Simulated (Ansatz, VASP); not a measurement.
# One calculation of WS2, two programs

```
W S
1.0
     3.12659    0.00000   -0.21886
    -1.56330    2.70771   -0.08011
    -0.85064   -0.85064   12.15203
W S
2 4
Direct
  0.12529 0.49471 0.25255
  0.87471 0.50529 0.74745
  0.43011 0.75695 0.61738
  0.34891 0.08017 0.12269
  0.65109 0.91983 0.87731
  0.56989 0.24305 0.38262
```

Change from the starting cell: engineering shear strain xz -0.1400, engineering shear strain yz -0.1400.

Alike in both runs: functional LDA; k mesh 12 × 12 × 4; occupations gaussian, width 0.05 eV; no spin polarisation.

Ansatz relaxed the structure, and its values are those at the end. VASP's run is a single point on that final structure, the one shown.

|  | VASP | Ansatz |
| --- | --- | --- |
| version | VASP 6.6.1 | Ansatz 0.2.0 |
| potentials or method | VASP PAW LDA potentials, release 64 (W_sv, S), cutoff 520 eV | scalar-relativistic, plane waves, PAW |
| valence electrons in the cell | 52 | 52 |

|  | VASP | Ansatz | Ansatz less VASP |
| --- | --- | --- | --- |
| gap on the k mesh at the Fermi level (eV) | 0.77 | 0.76 | -0.010 |
| least direct gap on the mesh (eV) | 1.85 | 1.84 | -0.011 |
| pressure (GPa) | 0.7 | 0.4 | -0.37 |
| rms of the force components (eV/Å) | 0.017 | 0.004 | -0.0129 |

Ansatz warns that its potentials were made for another functional, while VASP's fit it. LDA's correlation is that of Perdew and Zunger in VASP and of Perdew and Wang (1992) in Ansatz. Ansatz's warnings: stress scf threshold loose.

Neither program's run includes spin-orbit coupling.
